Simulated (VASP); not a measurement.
K4C, 5 atoms in the cell. Symmetry: P-43m, No. 215, cubic system. Conventional cell: a = 6.633 Å, b = 6.633 Å, c = 6.633 Å, α = 90.00°, β = 90.00°, γ = 90.00°. K (site symmetry 3m) has 1 C at 2.78 Å within 3.7 Å. Within 3.7 Å of C (site symmetry -43m) lie 4 K at 2.78 Å.  This cell differs from its parent crystal: atoms taken out.

```yaml
Program: VASP 6.6.1
Task: single point
Functional: PBE
Potentials_or_basis: VASP PAW PBE potentials, release 64 (K_sv, C)
Cutoff: 520 eV
k_mesh: 6 × 6 × 6
Occupations: gaussian, width 0.1 eV
Spin: collinear spin
Starting_moments: "[0.0, 0.0, 0.0, 0.0, 1.87] μB"
Dipole_correction: no
Further_INCAR_settings: ALGO = Normal; EDIFF = 1e-07; NBANDS = 32
```

Potentials or basis: VASP PAW PBE potentials, release 64 (K_sv, C).

The run is started by

```sh
$ cat potpaw_PBE.64/K_sv/POTCAR potpaw_PBE.64/C/POTCAR > POTCAR
$ mpirun -np 1 vasp_std > vasp.out
```

Hardware: 1 thread of Intel(R) Xeon(R) Platinum 8488C (Sapphire Rapids) (shared host).

**Question.** How long does it take, and how much memory?

**Answer.** Run time: 9.6 min on 1 thread of Intel(R) Xeon(R) Platinum 8488C (Sapphire Rapids), with other jobs on the host, peak memory 0.55 GiB. Counts: scf iterations 30, k points 20.
